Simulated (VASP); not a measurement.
# CO2 (Pa-3) in VASP: relaxation of cell and atoms with PBE+D3(BJ)

Aim: the relaxation of cell and atoms of CO2 with PBE+D3(BJ).

Program: VASP 6.6.1. These are calculated values, not measurements. Logs are shortened: lines on timing, memory, paths and dates and some standing lists are left out, and cuts for length are marked.

## (1) The cell of the first run

Symmetry: Pa-3, No. 205, cubic system. Conventional cell: a = 5.671 Å, b = 5.671 Å, c = 5.671 Å, α = 90.00°, β = 90.00°, γ = 90.00°. C (site symmetry -3) has 2 O at 1.17 Å within 1.6 Å. Within 1.6 Å of O (site symmetry 3) lie 1 C at 1.17 Å.

## (2) Relaxation of cell and atoms, PBE+D3(BJ)

Contents of INCAR:

```
  ALGO = Normal
  EDIFF = 1E-6
  EDIFFG = -0.005
  ENCUT = 600
  GGA = PE
  IBRION = 2
  ISIF = 3
  ISMEAR = 0
  IVDW = 12
  LASPH = T
  LCHARG = F
  LREAL = F
  LWAVE = F
  NELM = 60
  NSW = 100
  PREC = Accurate
  SIGMA = 0.02
```

Contents of KPOINTS:

```
k-points
0
Gamma
  4 4 4
```

Contents of POSCAR:

```
CO2
1.0
    5.6711123415      0.0000000000      0.0000000000
    0.0000000000      5.6711123415      0.0000000000
    0.0000000000      0.0000000000      5.6711123415
C O
4 8
Direct
    0.0000000000      0.0000000000      0.0000000000
    0.5000000000      0.0000000000      0.5000000000
    0.5000000000      0.5000000000      0.0000000000
    0.0000000000      0.5000000000      0.5000000000
    0.1190348169      0.1190348169      0.1190348169
    0.3809651831      0.8809651831      0.6190348169
    0.6190348169      0.3809651831      0.8809651831
    0.8809651831      0.6190348169      0.3809651831
    0.8809651831      0.8809651831      0.8809651831
    0.6190348169      0.1190348169      0.3809651831
    0.3809651831      0.6190348169      0.1190348169
    0.1190348169      0.3809651831      0.6190348169
```

Potentials or basis: VASP PAW PBE potentials, release 64 (C, O).

On the command line:

```bash
$ cat potpaw_PBE.64/C/POTCAR potpaw_PBE.64/O/POTCAR > POTCAR
$ mpirun -np 1 vasp_std > vasp.out
```

OUTCAR:

```text
EDIFF = 1E-6
   EDIFFG = -0.005
   ENCUT = 600
   GGA = PE
   IBRION = 2
   ISIF = 3
   ISMEAR = 0
   IVDW = 12
   LASPH = T
   LREAL = F
   NELM = 60
   NSW = 100
   PREC = Accurate
 IVDW          = 12

 ion  position               nearest neighbor table
   1  0.000  0.000  0.000-   5 1.17   9 1.17
   2  0.500  0.000  0.500-   6 1.17  10 1.17
   3  0.500  0.500  0.000-   7 1.17  11 1.17
   4  0.000  0.500  0.500-   8 1.17  12 1.17
   5  0.119  0.119  0.119-   1 1.17
   6  0.381  0.881  0.619-   2 1.17
   7  0.619  0.381  0.881-   3 1.17
   8  0.881  0.619  0.381-   4 1.17
   9  0.881  0.881  0.881-   1 1.17
  10  0.619  0.119  0.381-   2 1.17
  11  0.381  0.619  0.119-   3 1.17
  12  0.119  0.381  0.619-   4 1.17

  LATTYP: Found a simple cubic cell.
 ALAT       =     5.6711123415

  Lattice vectors:

 A1 = (   5.6711123415,   0.0000000000,   0.0000000000)
 A2 = (   0.0000000000,   5.6711123415,   0.0000000000)
 A3 = (   0.0000000000,   0.0000000000,   5.6711123415)

Analysis of symmetry for initial positions (statically):
=====================================================================
 Subroutine PRICEL returns:
 Original cell was already a primitive cell.

 Routine SETGRP: Setting up the symmetry group for a
 simple cubic supercell.

 Subroutine GETGRP returns: Found 24 space group operations
 (whereof  6 operations were pure point group operations)
 out of a pool of 48 trial point group operations.

The static configuration has the point symmetry S_6 .
 The point group associated with its full space group is T_h .

Analysis of symmetry for dynamics (positions and initial velocities):
=====================================================================
 Subroutine PRICEL returns:
 Original cell was already a primitive cell.

 Routine SETGRP: Setting up the symmetry group for a
 simple cubic supercell.

 Subroutine GETGRP returns: Found 24 space group operations
 (whereof  6 operations were pure point group operations)
 out of a pool of 48 trial point group operations.

The dynamic configuration has the point symmetry S_6 .
 The point group associated with its full space group is T_h .

 Subroutine INISYM returns: Found 24 space group operations
 (whereof  6 operations are pure point group operations),
 and found     1 'primitive' translations

----------------------------------------------------------------------------------------

                                     Primitive cell

  volume of cell :     182.3916

  direct lattice vectors                    reciprocal lattice vectors
     5.671112341  0.000000000  0.000000000     0.176332250  0.000000000  0.000000000
     0.000000000  5.671112341  0.000000000     0.000000000  0.176332250  0.000000000
     0.000000000  0.000000000  5.671112341     0.000000000  0.000000000  0.176332250

[... 85 lines left out ...]
   LSORBIT =      F    spin-orbit coupling
   LASPH  =      T    aspherical Exc in radial PAW
   ENCUT  =  600.0 eV  44.10 Ry    6.64 a.u.  11.33 11.33 11.33*2*pi/ulx,y,z
   NELM   =     60;   NELMIN=  2; NELMDL= -5     # of ELM steps
   EDIFF  = 0.1E-05   stopping-criterion for ELM
   LREAL  =      F    real-space projection
   EDIFFG = -.5E-02   stopping-criterion for IOM
   NSW    =    100    number of steps for IOM
   IBRION =      2    ionic relax: 0-MD 1-quasi-New 2-CG
   NFREE  =      1    steps in history (QN), initial steepest desc. (CG)
   ISIF   =      3    stress and relaxation
   ISYM   =      2    0-nonsym 1-usesym 2-fastsym
   POTIM  = 0.5000    time-step for ionic-motion
   TEBEG  =    0.0;   TEEND  =   0.0 temperature during run
   PSTRESS=    0.0 pullay stress
   NELECT =      64.0000    total number of electrons
   NUPDOWN=      -1.0000    fix difference up-down
   EMIN   =  10.00;   EMAX   =-10.00  energy-range for DOS
   EFERMI =   0.00;   METHOD = LEGACY
   ISMEAR =     0;   SIGMA  =   0.02  broadening in eV -4-tet -1-fermi 0-gaus
   EFERMI_NEDOS =   21; number of points for ismear=-14 and -15
   IALGO  =     38    algorithm
   IMIX   =      4    mixing-type and parameters
     AMIX     =   0.40;   BMIX     =  1.00
     AMIX_MAG =   1.60;   BMIX_MAG =  1.00
  volume/ion in A,a.u.               =      15.20       102.57
  Fermi-wavevector in a.u.,A,eV,Ry     =   1.154693  2.182054 18.140868  1.333316
  Thomas-Fermi vector in A             =   2.291328
   LORBIT       =      0    0 simple, 1 ext, 2 COOP (PROOUT), +10 PAW based schemes
   GGA     = PE    functional components
   LHFCALC =     F    Hartree Fock is set to
   AEXX    =    0.0000 exact exchange contribution
   IVDW    =    12    specifies the selected vdW correction
   LEPSILON=     F    determine dielectric tensor
   LRPA    =     F    only Hartree local field effects (RPA)
 conjugate gradient relaxation of ions
 non-spin polarized calculation
 Gauss-broadening in eV      SIGMA  =   0.02
  energy-cutoff  :      600.00
  volume of cell :      182.39
 maximum number of plane-waves:      6126
 NGX is ok and might be reduce to    48
   NGX = 23   NGY = 23   NGZ = 23

--------------------------------------- Ionic step        1  -------------------------------------------

 number of electron      63.9999966 magnetization

 Free energy of the ion-electron system (eV)
  ---------------------------------------------------
  ext. energy  EPLUGINS =         0.00000000
  ---------------------------------------------------
  free energy    TOTEN  =       -92.20645496 eV

  energy without entropy =      -92.20645496  energy(sigma->0) =      -92.20645496

------------------------ aborting loop because EDIFF is reached ----------------------------------------

 Edisp (eV)   -0.80994

 E8    (eV) :    -0.2066
[... 135 lines left out ...]
  FREE ENERGIE OF THE ION-ELECTRON SYSTEM (eV)
  ---------------------------------------------------
  free  energy   TOTEN  =       -93.0272740404 eV

  energy  without entropy=      -93.0272740404  energy(sigma->0) =      -93.02727404

[... ionic steps 4 to 10 ...]

--------------------------------------- Ionic step       11  -------------------------------------------

 number of electron      63.9999969 magnetization

------------------------ aborting loop because EDIFF is reached ----------------------------------------
[... 95 lines left out ...]
--------------------------------------- Ionic step       13  -------------------------------------------

 number of electron      63.9999969 magnetization

 Free energy of the ion-electron system (eV)
  ---------------------------------------------------
  ext. energy  EPLUGINS =         0.00000000
  ---------------------------------------------------
  free energy    TOTEN  =       -92.19270238 eV

  energy without entropy =      -92.19270238  energy(sigma->0) =      -92.19270238

 E-fermi :  -3.5069     XC(G=0):  -7.8592

 val. band max:       -3.6470440557   @ k =   0.0000   0.0000   0.0000
 cond. band min:       3.0708390922   @ k =   0.0000   0.0000   0.0000
 fundamental gap:      6.7178831478
 Fermi energy:        -3.5068700167

 k-point     1 :       0.0000    0.0000    0.0000
  band No.  band energies     occupation
      1     -24.1798      2.00000
      2     -23.9701      2.00000
      3     -23.9701      2.00000
      4     -23.9701      2.00000
      5     -23.0402      2.00000
      6     -23.0402      2.00000
[... 494 lines left out ...]
  FREE ENERGIE OF THE ION-ELECTRON SYSTEM (eV)
  ---------------------------------------------------
  free  energy   TOTEN  =       -93.0313081441 eV

  energy  without entropy=      -93.0313081441  energy(sigma->0) =      -93.03130814

 reached required accuracy - stopping structural energy minimisation
```

Run time: 14 min. Hardware: 1 thread of Intel Xeon Platinum 8259CL at 2.50GHz (Skylake/Cascade Lake), shared host; peak memory 0.37 GiB.

Results:

```
Free energy                           : -93.0313 eV
Relaxed volume                        : 14.78 Å³/atom
Relaxed cell                          : a = 5.618 Å, b = 5.618 Å, c = 5.618 Å, α = 90.00°, β = 90.00°, γ = 90.00°
Space group after relaxing (to 0.1 Å) : Pa-3 (No. 205)
Energy gained by relaxing             : 1.2 meV/atom
Ionic steps                           : 13
Pressure after relaxing               : 0.0 GPa
Band gap on the k mesh                : 6.72 eV
Dispersion energy per atom            : -0.070 eV
```

Step by step:
| step | energy change (eV) | largest force (eV/Å) | pressure (GPa) | volume (Å³) |
| --- | --- | --- | --- | --- |
| 1 | 0.0000 | 0.5525 | 1.28 | 182.39 |
| 2 | 0.3025 | 2.6438 | -7.46 | 185.62 |
| 3 | -0.0109 | 0.0048 | -0.21 | 182.88 |
| 4 | -0.0109 | 0.0160 | -0.18 | 182.87 |
| 5 | -0.0109 | 0.0262 | -0.16 | 182.86 |
| 6 | -0.0114 | 0.0237 | -0.15 | 182.50 |
| 7 | -0.0126 | 0.0192 | -0.12 | 181.43 |
| 8 | -0.0144 | 0.0105 | -0.06 | 179.30 |
| 9 | -0.0142 | 0.0015 | 0.10 | 175.09 |
| 10 | -0.0149 | 0.0060 | 0.02 | 177.22 |
| 11 | -0.0149 | 0.0071 | 0.02 | 177.33 |
| 12 | -0.0142 | 0.1353 | -0.38 | 177.48 |
| 13 | -0.0149 | 0.0000 | -0.01 | 177.34 |

Final structure:
```
CELL_PARAMETERS angstrom
5.61826 0.00000 0.00000
0.00000 5.61826 0.00000
0.00000 0.00000 5.61826
ATOMIC_POSITIONS crystal
C 0.00000 0.00000 0.00000
C 0.50000 0.00000 0.50000
C 0.50000 0.50000 0.00000
C 0.00000 0.50000 0.50000
O 0.12067 0.12067 0.12067
O 0.37933 0.87933 0.62067
O 0.62067 0.37933 0.87933
O 0.87933 0.62067 0.37933
O 0.87933 0.87933 0.87933
O 0.62067 0.12067 0.37933
O 0.37933 0.62067 0.12067
O 0.12067 0.37933 0.62067
```

Levels at points of the mesh, in eV from the valence-band top:
```tsv
k point	band 30	band 31	band 32	band 33	band 34	band 35
(0.00, 0.00, 0.00)	-0.19	0.00	0.00	6.72	7.91	7.91
(0.50, 0.00, 0.00)	-0.30	-0.07	-0.07	7.85	7.85	8.06
(0.50, 0.50, 0.00)	-0.27	-0.27	-0.27	7.84	7.84	7.84
(0.50, 0.50, 0.50)	-0.31	-0.31	-0.31	7.84	7.84	7.84
```

A k mesh can miss the band edges.
